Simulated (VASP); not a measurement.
Runs of VASP 6.6.1 on MgH2. The structure is that of space group Fm-3m (No. 225), or close to it. The cells are those of the table. 

| task | cell | k mesh | cutoff (eV) | gap on the mesh (eV) | pressure (GPa) |
| --- | --- | --- | --- | --- | --- |
| relaxation of cell and atoms | relaxed from a = 3.367 Å, angles 60.0°, 3 atoms | 16 × 16 × 16 | 600 | none | 0.0 |
| single point | a = 3.342 Å, angles 60.0°, 3 atoms | 16 × 16 × 16 | 520 | none | -0.6 |
| single point | a = 3.375 Å, angles 60.0°, 3 atoms | 16 × 16 × 16 | 520 | none | -2.4 |
| single point | a = 3.367 Å, angles 60.0°, 3 atoms | 6 × 6 × 6 | 520 | none | -1.8 |
| single point | a = 3.309 Å, angles 60.0°, 3 atoms | 16 × 16 × 16 | 520 | none | (a) |
| single point | a = 3.408 Å, angles 60.0°, 3 atoms | 16 × 16 × 16 | 520 | none | -3.9 |
| single point | a = 3.274 Å, angles 60.0°, 3 atoms | 16 × 16 × 16 | 520 | none | (b) |

Alike in all rows: level r2SCAN; potentials or basis VASP PAW PBE potentials, release 64 (Mg, H); no spin polarisation; smearing gaussian 0.1 eV.

Q: Estimate the missing entries.

A: (a) 1.4; (b) 3.7.

Caveats: some runs use coarse meshes; the PAW data sets were made with another functional, which shifts forces and pressure a little; the cell stands under tension (at least some runs); the cell stands under pressure (at least some runs).

A gap of «none» marks levels without a gap at the run's occupations.
